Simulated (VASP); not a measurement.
Set up this calculation in VASP 6.6.1, as the native input.

* Task: single point
* Functional: r2SCAN
* Potentials or basis: VASP PAW PBE potentials, release 64 (Hf_pv)
* Cutoff: 520 eV
* k mesh: 10 × 10 × 12
* Occupations: gaussian, width 0.05 eV
* Spin: no spin polarisation
* Dipole correction: no
* Further INCAR settings: ALGO = Normal; EDIFF = 1e-06; NBANDS = 22

The system is Hf.

```
Hf
1.0
     4.97880    0.00000    0.00000
    -2.48940    4.31177    0.00000
     0.00000    0.00000    3.09246
Hf
3
Direct
  0.66667 0.33333 0.50000
  0.33333 0.66667 0.50000
  0.00000 0.00000 0.00000
```

This isn't the form of Hf at room conditions, which is hcp.

One way to write it, as run:

POSCAR

```
Hf
1.0
    4.9787987232      0.0000000000      0.0000000000
   -2.4893993616      4.3117661746      0.0000000000
    0.0000000000      0.0000000000      3.0924575902
Hf
3
Direct
    0.6666666667      0.3333333333      0.5000000000
    0.3333333333      0.6666666667      0.5000000000
    0.0000000000      0.0000000000      0.0000000000
```

INCAR.step1

```
SYSTEM = Hf
PREC     = Accurate       ! precision mode
ENCUT    = 520            ! plane-wave cutoff, eV
ISMEAR   = 0              ! smearing method
SIGMA    = 0.05           ! smearing width, eV
LREAL    = .FALSE.        ! projectors in reciprocal space
LASPH    = .TRUE.         ! aspherical terms in the spheres
NELM     = 80             ! most SCF steps
NBANDS   = 22             ! bands
GGA      = PE             ! functional
ALGO     = Normal         ! electronic algorithm
EDIFF    = 1E-4           ! SCF threshold, eV
LWAVE    = .TRUE.         ! write WAVECAR
LCHARG   = .FALSE.        ! write CHGCAR
```

INCAR.step2

```
SYSTEM = Hf
PREC     = Accurate       ! precision mode
ENCUT    = 520            ! plane-wave cutoff, eV
EDIFF    = 1E-6           ! SCF threshold, eV
ISMEAR   = 0              ! smearing method
SIGMA    = 0.05           ! smearing width, eV
LREAL    = .FALSE.        ! projectors in reciprocal space
LASPH    = .TRUE.         ! aspherical terms in the spheres
NELM     = 80             ! most SCF steps
ALGO     = Normal         ! electronic algorithm
ISIF     = 2              ! what is computed and relaxed
LWAVE    = .FALSE.        ! write WAVECAR
LCHARG   = .TRUE.         ! write CHGCAR
METAGGA  = R2SCAN         ! meta-GGA
LMIXTAU  = .TRUE.       
LELF     = .TRUE.         ! ELF
LVHAR    = .TRUE.       
NBANDS   = 22             ! bands
ISTART   = 1
```

KPOINTS

```
Automatic mesh
0
G
  10 10 12
  0 0 0
```

Potentials or basis: VASP PAW PBE potentials, release 64 (Hf_pv).

Command:

```bash
$ cat potpaw_PBE.64/Hf_pv/POTCAR > POTCAR
$ cp INCAR.step1 INCAR
$ mpirun -np 1 vasp_std > vasp.out
$ cp INCAR.step2 INCAR
$ mpirun -np 1 vasp_std > vasp.out
```

It gave:

* Pressure: -1.0 GPa
* Band gap on the k mesh: zero (bands 15 and 16 overlap by 0.83 eV)

Caveat: the PAW data sets were made with another functional, which shifts forces and pressure a little; spin-orbit coupling is left out, which moves the levels of the heavy elements.

Wall time 4.5 min on 1 thread of AMD EPYC 9R45 96-Core Processor (Zen 5) (shared host), peak memory 0.24 GiB.
